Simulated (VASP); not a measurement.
**Ca: single point with r2SCAN+rVV10**

The system is Ca.

```
Ca
1.0
     0.00000    2.84757    2.84757
     2.84757    0.00000    2.84757
     2.84757    2.84757    0.00000
Ca
1
Direct
  0.00000 0.00000 0.00000
```

* Program: VASP 6.6.1
* Task: single point
* Functional: r2SCAN
* Dispersion: rVV10
* Potentials or basis: VASP PAW PBE potentials, release 64 (Ca_sv)
* Cutoff: 520 eV
* k mesh: 8 × 8 × 8
* Occupations: fermi-dirac, width 0.05 eV
* Spin: no spin polarisation

```yaml
Pressure: -1.2 GPa
Band_gap_on_the_k_mesh: zero (bands 5 and 6 overlap by 0.65 eV)
```

Levels at points of the mesh, in eV from the Fermi level:
| k point | band 2 | band 3 | band 4 | band 5 | band 6 | band 7 | band 8 | band 9 |
| --- | --- | --- | --- | --- | --- | --- | --- | --- |
| (0.00, 0.00, 0.00) | -23.94 | -23.94 | -23.94 | -4.08 | 2.65 | 2.65 | 2.65 | 3.68 |
| (0.50, 0.00, 0.00) | -24.05 | -23.96 | -23.96 | -0.86 | -0.29 | 2.52 | 2.52 | 4.33 |
| (0.50, 0.50, 0.00) | -24.04 | -23.98 | -23.98 | -0.27 | 0.84 | 0.86 | 4.32 | 4.50 |

Run time: 2.6 min on 1 thread of Intel Xeon 8259CL, with other jobs on the host, peak memory 0.28 GiB.

Caveat: the PAW data sets were made with another functional, which shifts forces and pressure a little.
